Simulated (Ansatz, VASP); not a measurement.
# Mg: VASP beside Ansatz

File INCAR:

```
SYSTEM = Mg
PREC = Accurate
ENCUT = 600
EDIFF = 1E-6
ISMEAR = 0
SIGMA = 0.1
LREAL = .False.
LASPH = .True.
NELM = 120
ALGO = Normal
ISIF = 2
LWAVE = .False.
LCHARG = .False.
GGA = PS
NBANDS = 7
GGA_COMPAT = .False.
```

The input KPOINTS:

```
Automatic mesh
0
Gamma
  6 6 6
  0 0 0
```

File POSCAR:

```
Mg
1.0
   -1.9179575060      1.9179575060      1.7543792102
    1.9179575060     -1.9179575060      1.7543792102
    1.9179575060      1.9179575060     -1.7543792102
Mg
1
Direct
    0.0000000000      0.0000000000      0.0000000000
```

Input for Ansatz:

```yaml
crystal:
  lattice:
    - [-1.917957506, 1.917957506, 1.7543792102]
    - [1.917957506, -1.917957506, 1.7543792102]
    - [1.917957506, 1.917957506, -1.7543792102]
  atoms:
    - { symbol: Mg, position: [0.0, 0.0, 0.0] }
basis:
  ecutwfc: 420
kpoints:
  mp_grid: { grid: [6, 6, 6] }
  band_path: { path: [[0, 0, 0], [0.5, 0, 0], [0.5, 0.5, 0.5]], npoints: 8 }
hamiltonian:
  xc: pbesol
scf:
  occupations: { method: gaussian, width: 0.1 }
output:
  forces: true
  stress: true
  eigenvalues: true
```

Alike in both runs: task single point; functional PBEsol; k mesh 6 × 6 × 6; occupations gaussian, width 0.1 eV; no spin polarisation.

```csv
,VASP,Ansatz
version,VASP 6.6.1,Ansatz 0.2.0
potentials or method,"VASP PAW PBE potentials, release 64 (Mg), cutoff 600 eV","scalar-relativistic, plane waves, PAW"
valence electrons in the cell,2,10
```

```csv
,VASP,Ansatz,Ansatz less VASP
gap on the k mesh at the Fermi level (eV),none,none,-
pressure (GPa),-3.7,-3.7,+0.07
"traceless stress, the component that is largest in VASP (GPa)",2.73,2.73,+0.006
```

VASP's potentials were made for PBE, not for PBEsol. A gap of «none» marks a metal or a gap that the smearing closes. VASP's potentials hold 2 valence electrons a cell and Ansatz's 10, so a difference there can come from the potentials and not from the codes.

The k mesh is coarse, so the values compare programs but aren't converged.
